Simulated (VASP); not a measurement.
Runs of VASP 6.6.1 on CaS (Oldhamite). The structure is that of space group Fm-3m (No. 225), or close to it. The cells are those of the table. 

```tsv
task	cell	gap on the mesh (eV)	pressure (GPa)
single point	a = 3.951 Å, angles 60.0, 60.0, 90.0°, 2 atoms	2.66	4.4
single point	a = 3.804 Å, angles 60.0, 60.0, 90.0°, 2 atoms	2.30	15.6
relaxation of cell and atoms	relaxed to 4 GPa from a = 4.028 Å, angles 60.0, 60.0, 90.0°, 2 atoms	2.67	4.0
single point	a = 3.987 Å, angles 60.0, 60.0, 90.0°, 2 atoms	(b)	2.3
single point	a = 3.862 Å, angles 60.0, 60.0, 90.0°, 2 atoms	2.46	(a)
single point	a = 4.075 Å, angles 60.0, 60.0, 90.0°, 2 atoms	2.88	-1.7
```

Alike in all rows: level r2SCAN; potentials or basis VASP PAW PBE potentials, release 64 (Ca_sv, S); no spin polarisation; k mesh 8 × 8 × 8; cutoff (eV) 550; smearing gaussian 0.01 eV.

Task: Estimate the missing entries.

Result: (a) 10.5; (b) 2.73.

Caveats: the PAW data sets were made with another functional, which shifts forces and pressure a little; the cell is relaxed towards a set pressure, so the enthalpy falls and the energy may rise (some runs).

A k mesh can miss the band edges.
